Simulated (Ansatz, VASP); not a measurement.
# NiSb in VASP and in Ansatz

```
Ni Sb
1.0
     3.92800    0.00000    0.00000
    -1.96400    3.40175    0.00000
     0.00000    0.00000    5.12000
Ni Sb
2 2
Direct
  0.00000 0.00000 0.00000
  0.00000 0.00000 0.50000
  0.33333 0.66667 0.25000
  0.66667 0.33333 0.75000
```

Alike in both runs: task relaxation of cell and atoms; functional PBE; k mesh 12 × 12 × 8; occupations gaussian, width 0.1 eV; no spin polarisation.

|  | VASP | Ansatz |
| --- | --- | --- |
| version | VASP 6.6.1 | Ansatz 0.2.0 |
| potentials or method | VASP PAW PBE potentials, release 64 (Ni, Sb), cutoff 600 eV | scalar-relativistic, plane waves, PAW |
| valence electrons in the cell | 30 | 66 |

Ansatz gave:

- gap on the k mesh at the Fermi level, each at its own relaxed structure (eV): none
- relaxed volume (Å³/atom): 17.65
- relaxed cell length with the largest relative difference (Å): 3.977

Task: Which values does VASP return?

Result: gap on the k mesh at the Fermi level, each at its own relaxed structure (eV): none; relaxed volume (Å³/atom): 17.61; relaxed cell length with the largest relative difference (Å): 3.968.

A gap of «none» marks a metal or a gap that the smearing closes. VASP's potentials hold 30 valence electrons a cell and Ansatz's 66, so a difference there can come from the potentials and not from the codes.

Spin-orbit coupling is off throughout.
